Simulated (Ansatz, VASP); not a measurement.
# Two plane-wave programs on AlMo3H

```xyz
5
Lattice="4.5699 0.0000 0.0000 0.0000 4.5699 0.0000 0.0000 0.0000 4.5699" Properties=species:S:1:pos:R:3 pbc="T T T"
Al    2.2850    2.2850    2.2850
H     0.0000    0.0000    0.0000
Mo    0.0000    2.2850    2.2850
Mo    2.2850    0.0000    2.2850
Mo    2.2850    2.2850    0.0000
```

Change from the starting cell: species swapped into the KVF3 type (Pm-3m, No. 221).

Alike in both runs: functional PBE; k mesh 8 × 8 × 8; occupations gaussian, width 0.1 eV; no spin polarisation.

Ansatz relaxed the structure, and its values are those at the end. VASP's run is a single point on that final structure, the one shown.

|  | VASP | Ansatz |
| --- | --- | --- |
| version | VASP 6.6.1 | Ansatz 0.2.0 |
| potentials or method | VASP PAW PBE potentials, release 64 (Al, H, Mo_sv), cutoff 520 eV | scalar-relativistic, plane waves, PAW |
| valence electrons in the cell | 46 | 46 |

```csv
,VASP,Ansatz,Ansatz less VASP
gap on the k mesh at the Fermi level (eV),none,none,-
pressure (GPa),0.1,0.0,-0.07
```

A gap of «none» marks a metal or a gap that the smearing closes.
